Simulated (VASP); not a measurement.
## Al48CN48 (a cell with a defect): single point with HSE06

Al48CN48 (a cell with a defect):

```
CELL_PARAMETERS angstrom
9.38927 5.42090 0.00000
-9.38927 5.42090 0.00000
0.00000 0.00000 10.03481
ATOMIC_POSITIONS crystal
Al 0.99593 0.16520 0.24875
Al 0.16501 0.99887 0.24705
Al 0.32421 0.32849 0.25230
Al 0.00133 0.33689 0.49861
Al 0.16751 0.17039 0.49975
Al 0.33190 0.00311 0.49354
Al 0.00133 0.16914 0.74971
Al 0.16723 0.00176 0.74680
Al 0.33498 0.33510 0.74912
Al 0.99873 0.33249 0.00104
Al 0.16610 0.16589 0.99908
Al 0.32942 0.99441 0.99185
Al 0.00163 0.66635 0.24858
Al 0.16320 0.49679 0.24932
Al 0.33121 0.82660 0.24801
Al 0.00073 0.83595 0.49849
Al 0.16866 0.67009 0.49923
Al 0.33269 0.50527 0.50143
Al 0.00257 0.66945 0.75065
Al 0.16703 0.50110 0.75018
Al 0.33468 0.83486 0.74597
Al 0.00015 0.83240 0.00014
Al 0.16681 0.66506 0.99845
Al 0.33293 0.49835 0.00065
Al 0.49942 0.13939 0.22058
Al 0.66819 0.99429 0.24770
Al 0.82255 0.33165 0.25065
Al 0.50981 0.36395 0.49625
Al 0.67007 0.16860 0.49455
Al 0.83765 0.00640 0.49955
Al 0.50109 0.16921 0.74543
Al 0.66740 0.00020 0.74570
Al 0.83489 0.33489 0.74751
Al 0.50024 0.32915 0.00001
Al 0.67061 0.16361 0.99049
Al 0.83356 0.99832 0.99883
Al 0.49983 0.66270 0.25085
Al 0.67549 0.49802 0.27021
Al 0.83262 0.82999 0.25010
Al 0.50072 0.83639 0.49807
Al 0.67351 0.68558 0.50825
Al 0.84018 0.50804 0.50517
Al 0.50006 0.66894 0.75297
Al 0.66926 0.50412 0.74816
Al 0.83569 0.83676 0.75288
Al 0.50023 0.83186 0.99840
Al 0.66601 0.66286 0.00282
Al 0.83338 0.49975 0.99881
N 0.00176 0.17140 0.43941
N 0.16718 0.00386 0.43770
N 0.33054 0.33930 0.44237
N 0.99471 0.33151 0.19146
N 0.16081 0.16325 0.18942
N 0.32428 0.98624 0.18134
N 0.99982 0.16646 0.94011
N 0.16560 0.99942 0.93727
N 0.33502 0.33214 0.94115
N 0.00142 0.33507 0.68928
N 0.16782 0.16886 0.69016
N 0.33506 0.00286 0.68529
N 0.00504 0.67163 0.43941
N 0.16712 0.50372 0.44003
N 0.33476 0.83661 0.43856
N 0.99962 0.83170 0.19021
N 0.16594 0.66315 0.18861
N 0.33117 0.49717 0.19113
N 0.00121 0.66705 0.94031
N 0.16631 0.49818 0.94056
N 0.33357 0.83067 0.93603
N 0.00073 0.83494 0.68953
N 0.16793 0.66820 0.68958
N 0.33443 0.50229 0.69211
N 0.50124 0.15989 0.41706
N 0.66918 0.00149 0.43871
N 0.83451 0.33762 0.44191
N 0.47804 0.30760 0.19325
N 0.67237 0.15685 0.17781
N 0.83298 0.99548 0.18876
N 0.50020 0.16318 0.93793
N 0.66710 0.99607 0.93490
N 0.83406 0.33328 0.93733
N 0.50233 0.33668 0.68575
N 0.66639 0.16769 0.68578
N 0.83572 0.00278 0.68992
N 0.50113 0.67026 0.44179
N 0.68864 0.53336 0.46107
N 0.83874 0.84363 0.44001
N 0.49951 0.82968 0.18952
N 0.66495 0.65839 0.19454
N 0.83581 0.50247 0.18805
N 0.49970 0.66489 0.94307
N 0.66489 0.49664 0.94045
N 0.83334 0.83134 0.94276
N 0.50050 0.83452 0.68818
N 0.66774 0.67330 0.69752
N 0.83699 0.50276 0.69433
C 0.55975 0.30327 0.33408
```

| Property | Result |
| --- | --- |
| Program | VASP 6.6.1 |
| Task | single point |
| Functional | HSE06 |
| Potentials or basis | VASP PAW PBE potentials, release 64 (Al, N, C) |
| Cutoff | 520 eV |
| k mesh | 1 × 1 × 1, shifted |
| Occupations | fermi-dirac, width 0.01 eV |
| Spin | no spin polarisation |

```yaml
Pressure: -3.9 GPa
Largest_force: 0.206 eV/Å
Band_gap_on_the_k_mesh: 4.06 eV
```

Forces on the atoms (eV/Å):
```
Al   0.008  0.002 -0.003
Al  -0.011 -0.019 -0.003
Al   0.048 -0.008 -0.016
Al   0.000  0.002 -0.003
Al  -0.014  0.003 -0.002
Al   0.004 -0.020 -0.034
Al   0.000 -0.003  0.003
Al  -0.015 -0.009  0.003
Al  -0.011 -0.003  0.002
Al  -0.006  0.000  0.001
Al  -0.006 -0.002  0.007
Al   0.004 -0.025  0.023
Al  -0.004  0.000 -0.007
Al  -0.018  0.006  0.001
Al  -0.019 -0.024 -0.017
Al  -0.007  0.002 -0.008
Al  -0.007 -0.012 -0.009
Al   0.007 -0.016 -0.009
Al   0.003 -0.021  0.006
Al   0.006 -0.003  0.005
Al   0.019 -0.012  0.004
Al  -0.004 -0.010  0.008
Al   0.002 -0.010  0.007
Al   0.002  0.004  0.005
Al  -0.088  0.043  0.105
Al   0.018  0.027 -0.024
Al   0.013  0.031 -0.007
Al  -0.009  0.038 -0.075
Al   0.006  0.004 -0.016
Al   0.027 -0.001 -0.015
Al   0.012  0.001 -0.003
Al   0.013 -0.006  0.011
Al  -0.008  0.019  0.010
Al  -0.025 -0.016 -0.015
Al   0.024  0.009  0.024
Al   0.013 -0.006  0.008
Al   0.001 -0.002  0.003
Al   0.054  0.006  0.059
Al   0.001  0.026  0.006
Al   0.008 -0.009  0.000
Al   0.112 -0.031 -0.027
Al  -0.060  0.004  0.015
Al   0.021  0.007  0.002
Al   0.004  0.007  0.002
Al   0.000 -0.026  0.007
Al   0.019 -0.011 -0.005
Al   0.007 -0.006 -0.003
Al  -0.004  0.007  0.008
N   -0.003 -0.017  0.012
N    0.029  0.014  0.010
N   -0.005  0.026 -0.001
N    0.040  0.025 -0.017
N   -0.005  0.016  0.001
N    0.058  0.095 -0.016
N    0.001 -0.001 -0.005
N    0.021  0.009 -0.007
N    0.000 -0.008 -0.004
N   -0.004 -0.003  0.000
N    0.006 -0.002 -0.006
N   -0.007  0.013 -0.005
N    0.012 -0.001  0.019
N    0.008  0.000  0.010
N    0.008 -0.006 -0.006
N    0.001  0.004 -0.006
N    0.003  0.016  0.006
N    0.006 -0.010  0.000
N   -0.001  0.008 -0.008
N   -0.007  0.007 -0.003
N   -0.024  0.012 -0.005
N    0.002  0.015  0.005
N   -0.005  0.014 -0.003
N   -0.005  0.000 -0.007
N    0.005  0.104 -0.117
N   -0.009  0.004 -0.004
N    0.007 -0.032 -0.009
N    0.095  0.017  0.181
N   -0.078 -0.088  0.009
N   -0.024 -0.011  0.003
N   -0.010  0.006  0.014
N   -0.027  0.018  0.000
N    0.009 -0.022 -0.009
N   -0.011  0.007 -0.007
N   -0.001 -0.003  0.004
N   -0.011  0.001 -0.003
N   -0.024  0.013  0.011
N   -0.027 -0.036 -0.031
N   -0.016 -0.020  0.031
N   -0.011  0.013  0.003
N   -0.036  0.016  0.002
N    0.005 -0.021  0.039
N   -0.015  0.000 -0.008
N    0.006  0.002  0.012
N   -0.002  0.020 -0.012
N   -0.012  0.008  0.000
N   -0.013  0.016 -0.025
N    0.007  0.008 -0.018
C   -0.071 -0.183 -0.063
```

Stress tensor (GPa, compression positive):
```
-3.36 -0.43 -1.29
-0.43 -3.54  1.47
-1.29  1.47 -4.74
```

Levels at points of the mesh, in eV from the valence-band top:
```
           k point  band 190  band 191  band 192  band 193  band 194  band 195  band 196  band 197  band 198  band 199
(0.25, 0.25, 0.25)     -2.37     -2.34     -2.25     -1.01      0.00      4.06      4.35      4.55      4.64      4.73
```

Wall time 9.9 min on 4 MPI ranks on Intel(R) Xeon(R) 6975P-C (Granite Rapids), on a shared host, peak memory 0.82 GiB a rank.

Caveat: the PAW data sets were made with another functional, which shifts forces and pressure a little.
